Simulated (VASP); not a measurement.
# Rh (Fm-3m) in VASP: further runs

Rh is run at these levels: LDA; tasks: single point.

Everything below comes from runs of VASP 6.6.1. Logs are shortened: lines on timing, memory, paths and dates and some standing lists are left out, and cuts for length are marked.

### 1 The cell of the first run

It takes space group Fm-3m (No. 225, cubic). Conventional cell: a = 3.729 Å, b = 3.729 Å, c = 3.729 Å, α = 90.00°, β = 90.00°, γ = 90.00°. Rh (site symmetry m-3m) has 12 Rh at 2.64 Å within 3.5 Å.

### 2 Single point, LDA (volume scaled by 0.9405)

The input, INCAR:

```
SYSTEM = Rh
PREC = Accurate
ENCUT = 520
EDIFF = 1E-6
ISMEAR = -1
SIGMA = 0.05
LREAL = .False.
LASPH = .True.
NELM = 60
ALGO = Normal
ISIF = 2
LWAVE = .False.
LCHARG = .False.
GGA = CA
NBANDS = 14
```

The input, KPOINTS:

```
Automatic mesh
0
Gamma
  18 18 18
  0 0 0
```

The input, POSCAR:

```
Rh
1.0
    0.0000000000      1.8644691979      1.8644691979
    1.8644691979      0.0000000000      1.8644691979
    1.8644691979      1.8644691979      0.0000000000
Rh
1
Direct
    0.0000000000      0.0000000000      0.0000000000
```

Potentials or basis: VASP PAW LDA potentials, release 64 (Rh_pv).

Started as:

```bash
$ cat potpaw_LDA.64/Rh_pv/POTCAR > POTCAR
$ mpirun -np 1 vasp_std > vasp.out
```

OUTCAR:

```text
SYSTEM = Rh
   PREC = Accurate
   ENCUT = 520
   EDIFF = 1E-6
   ISMEAR = -1
   LREAL = .False.
   LASPH = .True.
   NELM = 60
   ISIF = 2
   GGA = CA

 ion  position               nearest neighbor table
   1  0.000  0.000  0.000-

  LATTYP: Found a face centered cubic cell.
 ALAT       =     3.7289383958

  Lattice vectors:

 A1 = (   0.0000000000,   1.8644691979,   1.8644691979)
 A2 = (   1.8644691979,   0.0000000000,   1.8644691979)
 A3 = (   1.8644691979,   1.8644691979,   0.0000000000)

Analysis of symmetry for initial positions (statically):
=====================================================================
 Subroutine PRICEL returns:
 Original cell was already a primitive cell.

 Routine SETGRP: Setting up the symmetry group for a
 face centered cubic supercell.

 Subroutine GETGRP returns: Found 48 space group operations
 (whereof 48 operations were pure point group operations)
 out of a pool of 48 trial point group operations.

The static configuration has the point symmetry O_h .

Analysis of symmetry for dynamics (positions and initial velocities):
=====================================================================
 Subroutine PRICEL returns:
 Original cell was already a primitive cell.

 Routine SETGRP: Setting up the symmetry group for a
 face centered cubic supercell.

 Subroutine GETGRP returns: Found 48 space group operations
 (whereof 48 operations were pure point group operations)
 out of a pool of 48 trial point group operations.

The dynamic configuration has the point symmetry O_h .

 Subroutine INISYM returns: Found 48 space group operations
 (whereof 48 operations are pure point group operations),
 and found     1 'primitive' translations

----------------------------------------------------------------------------------------

                                     Primitive cell

  volume of cell :      12.9627

  direct lattice vectors                    reciprocal lattice vectors
     0.000000000  1.864469198  1.864469198    -0.268172840  0.268172840  0.268172840
     1.864469198  0.000000000  1.864469198     0.268172840 -0.268172840  0.268172840
     1.864469198  1.864469198  0.000000000     0.268172840  0.268172840 -0.268172840

  length of vectors
     2.636757626  2.636757626  2.636757626     0.464488984  0.464488984  0.464488984

  position of ions in fractional coordinates (direct lattice)
     0.000000000  0.000000000  0.000000000

  ion indices of the primitive-cell ions
   primitive index   ion index
                 1           1

[... 77 lines left out ...]
   ISIF   =      2    stress and relaxation
   ISYM   =      2    0-nonsym 1-usesym 2-fastsym
   POTIM  = 0.5000    time-step for ionic-motion
   TEBEG  =    0.0;   TEEND  =   0.0 temperature during run
   PSTRESS=    0.0 pullay stress
   NELECT =      15.0000    total number of electrons
   NUPDOWN=      -1.0000    fix difference up-down
   EMIN   =  10.00;   EMAX   =-10.00  energy-range for DOS
   EFERMI =   0.00;   METHOD = LEGACY
   ISMEAR =    -1;   SIGMA  =   0.05  broadening in eV -4-tet -1-fermi 0-gaus
   EFERMI_NEDOS =   21; number of points for ismear=-14 and -15
   IALGO  =     38    algorithm
   IMIX   =      4    mixing-type and parameters
     AMIX     =   0.40;   BMIX     =  1.00
     AMIX_MAG =   1.60;   BMIX_MAG =  1.00
  volume/ion in A,a.u.               =      12.96        87.48
  Fermi-wavevector in a.u.,A,eV,Ry     =   1.718726  3.247922 40.191880  2.954020
  Thomas-Fermi vector in A             =   2.795486
   LORBIT       =      0    0 simple, 1 ext, 2 COOP (PROOUT), +10 PAW based schemes
   GGA     = CA    functional components
   LHFCALC =     F    Hartree Fock is set to
   AEXX    =    0.0000 exact exchange contribution
   IVDW    =     0    specifies the selected vdW correction
   LEPSILON=     F    determine dielectric tensor
   LRPA    =     F    only Hartree local field effects (RPA)
 non-spin polarized calculation
  energy-cutoff  :      520.00
  volume of cell :       12.96
 maximum number of plane-waves:       361
   NGX =  9   NGY =  9   NGZ =  9

 number of electron      14.9999996 magnetization

 Free energy of the ion-electron system (eV)
  ---------------------------------------------------
  ext. energy  EPLUGINS =         0.00000000
  ---------------------------------------------------
  free energy    TOTEN  =        -8.68174477 eV

  energy without entropy =       -8.67185588  energy(sigma->0) =       -8.67680033

 E-fermi :  12.8414     XC(G=0): -14.7303

 val. band max:       12.8348983531   @ k =   0.5000   0.2222   0.1111
 cond. band min:      12.8441965739   @ k =  -0.4444   0.3333   0.1667
 fundamental gap:      0.0092982208
 Fermi energy:        12.8414088826

 k-point     1 :       0.0000    0.0000    0.0000
  band No.  band energies     occupation
      1     -33.4366      2.00000
      2     -33.4366      2.00000
      3     -33.4366      2.00000
      4       4.3661      2.00000
      5       9.4267      2.00000
      6       9.4267      2.00000
      7       9.4267      2.00000
      8      11.7568      2.00000
      9      11.7568      2.00000
     10      28.7167      0.00000
     11      33.0103      0.00000
     12      34.4635      0.00000
     13      34.4635      0.00000
     14      34.4635      0.00000
[... 377 lines left out ...]
      1     -33.8790      2.00000
      2     -33.5260      2.00000
      3     -33.4861      2.00000
      4       6.2560      2.00000
      5       9.0720      2.00000
      6       9.8611      2.00000
      7       9.9155      2.00000
      8      11.5251      2.00000
      9      12.2841      1.99997
     10      28.6531      0.00000
     11      30.7498      0.00000
     12      33.0114      0.00000
     13      36.3452      0.00000
     14      38.1607      0.00000

 [... further k-points ...]
[... 5 lines left out ...]
  --------------------------------------------------------------------------------------
  -------------------------------------------------------------------------------------
  Total        0.6198756      0.6198756      0.6198756      0.0000000      0.0000000      0.0000000
  in kB       76.6160068     76.6160068     76.6160068      0.0000000      0.0000000      0.0000000
  external PRESSURE =      76.6160068 kB  Pullay stress =       0.0000000 kB

 VOLUME and BASIS-vectors are now :
 -----------------------------------------------------------------------------
  energy-cutoff  :      520.00
  volume of cell :       12.96
      direct lattice vectors                 reciprocal lattice vectors
     0.000000000  1.864469198  1.864469198    -0.268172840  0.268172840  0.268172840
     1.864469198  0.000000000  1.864469198     0.268172840 -0.268172840  0.268172840
     1.864469198  1.864469198  0.000000000     0.268172840  0.268172840 -0.268172840

 POSITION                                       TOTAL-FORCE (eV/Angst)
 -----------------------------------------------------------------------------------
      0.00000      0.00000      0.00000         0.000000     -0.000000     -0.000000
 -----------------------------------------------------------------------------------
    total drift:                               -0.000000     -0.000000     -0.000000

  FREE ENERGIE OF THE ION-ELECTRON SYSTEM (eV)
  ---------------------------------------------------
  free  energy   TOTEN  =        -8.6817447690 eV

  energy  without entropy=       -8.6718558828  energy(sigma->0) =       -8.67680033
```

It took 17 s on 1 thread of AMD EPYC 9R14 (Zen 4), shared host; peak memory 0.11 GiB.

Results:

```
Free energy : -8.6817 eV
Pressure    : 7.7 GPa
```

Caveat: the cell differs from its parent crystal (volume scaled by 0.9405).

### 3 Single point, LDA

The input, INCAR:

```
SYSTEM = Rh
ALGO = Normal
EDIFF = 1E-6
ENCUT = 520
ISIF = 2
ISMEAR = -1
LASPH = .True.
LCHARG = .False.
LREAL = .False.
LWAVE = .False.
NBANDS = 14
NELM = 100
PREC = Accurate
SIGMA = 0.05
```

The input, KPOINTS:

```
k-points
0
Gamma
  18 18 18
  0 0 0
```

The input, POSCAR:

```
Rh
1.0
    0.0000000000      1.8902139830      1.8902139830
    1.8902139830      0.0000000000      1.8902139830
    1.8902139830      1.8902139830      0.0000000000
Rh
1
Direct
    0.0000000000      0.0000000000      0.0000000000
```

Potentials or basis: VASP PAW LDA potentials, release 64 (Rh_pv).

Started as:

```bash
$ cat potpaw_LDA.64/Rh_pv/POTCAR > POTCAR
$ mpirun -np 1 vasp_std > vasp.out
```

Wall time 17 s (1 thread of AMD EPYC 9R14 (Zen 4), shared host); peak memory 0.11 GiB.

It converged, with:

| Quantity | Value |
| --- | --- |
| Free energy | -8.6849 eV |
| Pressure | -5.5 GPa |

Levels at points of the mesh, in eV from the Fermi level:
```csv
k point,band 3,band 4,band 5,band 6,band 7,band 8,band 9,band 10,band 11,band 12
"(0.00, 0.00, 0.00)",-46.21,-8.17,-3.20,-3.20,-3.20,-1.02,-1.02,15.93,20.28,21.44
"(0.50, 0.00, 0.00)",-46.31,-6.33,-3.27,-3.27,0.59,0.59,0.67,8.76,15.45,20.28
"(0.50, 0.50, 0.00)",-46.50,-6.52,-6.16,0.58,1.02,1.02,3.22,12.46,13.31,13.31
```

### 4 Single point, LDA

This run uses another cell than the first one, of 13.51 Å³/atom, 1.042 times its volume.

The input, INCAR:

```
ALGO     = Normal         # electronic algorithm
EDIFF    = 1E-6           # SCF threshold, eV
ENCUT    = 520            # plane-wave cutoff, eV
ISIF     = 2              # what is computed and relaxed
ISMEAR   = -1             # smearing method
LASPH    = True           # aspherical terms in the spheres
LCHARG   = False          # write CHGCAR
LREAL    = False          # projectors in reciprocal space
LWAVE    = False          # write WAVECAR
NBANDS   = 14             # bands
NELM     = 100            # most SCF steps
PREC     = Accurate       # precision mode
SIGMA    = 0.05           # smearing width, eV
```

The input, KPOINTS:

```
k-points
0
Gamma
  18 18 18
```

POSCAR is that of step 3.

Started as:

```bash
$ cat potpaw_LDA.64/Rh_pv/POTCAR > POTCAR
$ mpirun -np 1 vasp_std > vasp.out
```

Wall time 17 s (1 thread of AMD EPYC 9R14 (Zen 4), shared host); peak memory 0.11 GiB.

It converged, with:

| Quantity | Value |
| --- | --- |
| Free energy | -8.6849 eV |
| Pressure | -5.5 GPa |

Levels at points of the mesh, in eV from the Fermi level:
```
           k point  band 5  band 6  band 7  band 8  band 9  band 10
(0.00, 0.00, 0.00)   -3.20   -3.20   -3.20   -1.02   -1.02    15.93
(0.50, 0.00, 0.00)   -3.27   -3.27    0.59    0.59    0.67     8.76
(0.50, 0.50, 0.00)   -6.16    0.58    1.02    1.02    3.22    12.46
```
